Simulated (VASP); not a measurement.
Write the native input for VASP 6.6.1 that does the following.

| Property | Result |
| --- | --- |
| Task | single point |
| Functional | PBE |
| Potentials or basis | VASP PAW PBE potentials, release 64 (Ga_d, Pd, C, N) |
| Cutoff | 520 eV |
| k mesh | 4 × 4 × 4 |
| Occupations | gaussian, width 0.1 eV |
| Spin | collinear spin |
| Starting moments | [0.0, 1.0, 0.0, 0.0, 0.0, 0.0, 0.0, 0.0, 0.0, 0.0] μB |
| Dipole correction | no |
| Further INCAR settings | ALGO = Normal; EDIFF = 1e-06; NBANDS = 44 |

The structure of GaPdC4N4 lies in POSCAR:

```
GaPdC4N4
1.0
    6.0851792500      0.0000000000      0.0000000000
    0.0000000000      6.0851792500      0.0000000000
    0.0000000000      0.0000000000      6.0851792500
Ga Pd C N
1 1 4 4
Direct
    0.0000000000      0.0000000000      0.0000000000
    0.5000000000      0.5000000000      0.5000000000
    0.1865908389      0.1865908389      0.1865908389
    0.1865908389      0.8134091611      0.8134091611
    0.8134091611      0.1865908389      0.8134091611
    0.8134091611      0.8134091611      0.1865908389
    0.2969928473      0.2969928473      0.2969928473
    0.2969928473      0.7030071527      0.7030071527
    0.7030071527      0.2969928473      0.7030071527
    0.7030071527      0.7030071527      0.2969928473
```

The input as run:

INCAR

```
ALGO = Normal
EDIFF = 1E-6
ENCUT = 520
GGA = PE
ISIF = 2
ISMEAR = 0
ISPIN = 2
LASPH = T
LCHARG = F
LMAXMIX = 4
LORBIT = 11
LREAL = F
LWAVE = F
MAGMOM = 0 1 0 0 0 0 0 0 0 0
NBANDS = 44
NELM = 150
PREC = Accurate
SIGMA = 0.1
```

KPOINTS

```
k-points
0
Gamma
  4 4 4
```

Potentials or basis: VASP PAW PBE potentials, release 64 (Ga_d, Pd, C, N).

The run is started by

```sh
$ cat potpaw_PBE.64/Ga_d/POTCAR potpaw_PBE.64/Pd/POTCAR potpaw_PBE.64/C/POTCAR potpaw_PBE.64/N/POTCAR > POTCAR
$ mpirun -np 1 vasp_std > vasp.out
```

Results of the run:

```
Pressure                                              : 0.4 GPa
Largest force                                         : 0.413 eV/Å
Band gap on the k mesh                                : zero (filled and empty bands overlap)
Net moment                                            : 1.00 μB per cell
Site moments                                          : Ga +0.00; Pd +0.80; C +0.01; N +0.02 μB
Valence electrons inside the program's atomic spheres : Ga 11.85; Pd 9.19; C 2.63; N 3.84
```

It took 3.3 min on 1 thread of Intel(R) Xeon(R) Platinum 8488C (Sapphire Rapids) (shared host), peak memory 0.5 GiB.
